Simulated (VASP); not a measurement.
Write the native input for VASP 6.6.1 that does the following.

- Task: relaxation of cell and atoms
- Functional: PBEsol
- Potentials or basis: VASP PAW PBE potentials, release 64 (Cr_pv)
- Cutoff: 600 eV
- k mesh: 12 × 12 × 4
- Occupations: gaussian, width 0.1 eV
- Spin: collinear spin, ferromagnetic start
- Starting moments: [0.95, 0.95] μB
- Dipole correction: no
- Further INCAR settings: ALGO = Normal; EDIFF = 1e-06; IBRION = 2; EDIFFG = -0.05; NSW = 100; ISIF = 3

The structure of Cr lies in POSCAR:

```
Cr
1.0
    2.7140000000      0.0000000000      0.0000000000
   -1.3570000000      2.3503929459      0.0000000000
    0.0000000000      0.0000000000      4.4100000000
Cr
2
Direct
    0.3333333333      0.6666666667      0.2500000000
    0.6666666667      0.3333333333      0.7500000000
```

One way to write it, as run:

INCAR

```
ALGO     = Normal         # electronic algorithm
EDIFF    = 1E-6           # SCF threshold, eV
EDIFFG   = -0.05          # ionic threshold
ENCUT    = 600            # plane-wave cutoff, eV
GGA      = PS             # functional
IBRION   = 2              # ionic algorithm
ISIF     = 3              # what is computed and relaxed
ISMEAR   = 0              # smearing method
ISPIN    = 2              # spin polarisation
LASPH    = True           # aspherical terms in the spheres
LCHARG   = False          # write CHGCAR
LMAXMIX  = 4              # l up to which the mixer works
LORBIT   = 11             # projections on sites
LREAL    = False          # projectors in reciprocal space
LWAVE    = False          # write WAVECAR
MAGMOM   = 0.95 0.95      # initial moments
NELM     = 150            # most SCF steps
NSW      = 100            # ionic steps
PREC     = Accurate       # precision mode
SIGMA    = 0.1            # smearing width, eV
```

KPOINTS

```
k-points
0
Gamma
  12 12 4
```

Potentials or basis: VASP PAW PBE potentials, release 64 (Cr_pv).

Run with:

```console
$ cat potpaw_PBE.64/Cr_pv/POTCAR > POTCAR
$ mpirun -np 1 vasp_std > vasp.out
```

Results of the run:

- Relaxed volume: 11.44 Å³/atom
- Relaxed cell: a = 2.449 Å, b = 2.449 Å, c = 4.405 Å, α = 90.00°, β = 90.00°, γ = 120.00°
- Space group after relaxing (to 0.05 Å): P6_3/mmc (No. 194)
- Energy gained by relaxing: 378.6 meV/atom
- Ionic steps: 11
- Pressure after relaxing: 0.1 GPa
- Band gap on the k mesh: zero (filled and empty bands overlap)
- Net moment: 0.00 μB per cell
- Valence electrons inside the program's atomic spheres: Cr 11.11

Caveat: the volume moved by over 15 % at a fixed basis, so the end points are rough; the PAW data sets were made with another functional, which shifts forces and pressure a little; the volume moved by -19 % from the deposited cell, more than functionals usually miss.

Wall time 3.2 min on 1 thread of Intel(R) Xeon(R) Platinum 8559C (Emerald Rapids) (shared host), peak memory 0.2 GiB.
